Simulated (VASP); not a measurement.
Input of a VASP 6.6.1 run:

File INCAR:

```
ALGO = Normal ; EDIFF = 1E-7
ENCUT = 520 ; GGA = PE
ISIF = 2 ; ISMEAR = -1
LASPH = True ; LCHARG = False
LREAL = False ; LWAVE = False
NBANDS = 30 ; NELM = 60
PREC = Accurate ; SIGMA = 0.05
```

KPOINTS

```
k-points
0
Gamma
  5 5 8
```

Contents of POSCAR:

```
Sc
1.0
    5.4226760000      0.0000000000      0.0000000000
    0.0000000000      5.4226760000      0.0000000000
    0.0000000000      0.0000000000      3.4352060000
Sc
4
Direct
    0.0000000000      0.5000000000      0.4673360000
    0.5000000000      0.0000000000      0.5326640000
    0.0000000000      0.0000000000      0.0000000000
    0.5000000000      0.5000000000      0.0000000000
```

Potentials or basis: VASP PAW PBE potentials, release 64 (Sc_sv).

Launch:

```sh
$ cat potpaw_PBE.64/Sc_sv/POTCAR > POTCAR
$ mpirun -np 1 vasp_std > vasp.out
```

**Question.** What does it give for the largest force?

**Answer.** 0.213 eV/Å.

**Question.** Estimate the pressure.

**Answer.** -0.9 GPa.

**Question.** Predict the band gap on the k mesh.

**Answer.** Zero (bands 22 and 23 overlap by 0.56 eV).

Stress tensor (GPa, compression positive):
```
-1.13  0.00  0.00
 0.00 -1.13  0.00
 0.00  0.00 -0.44
```
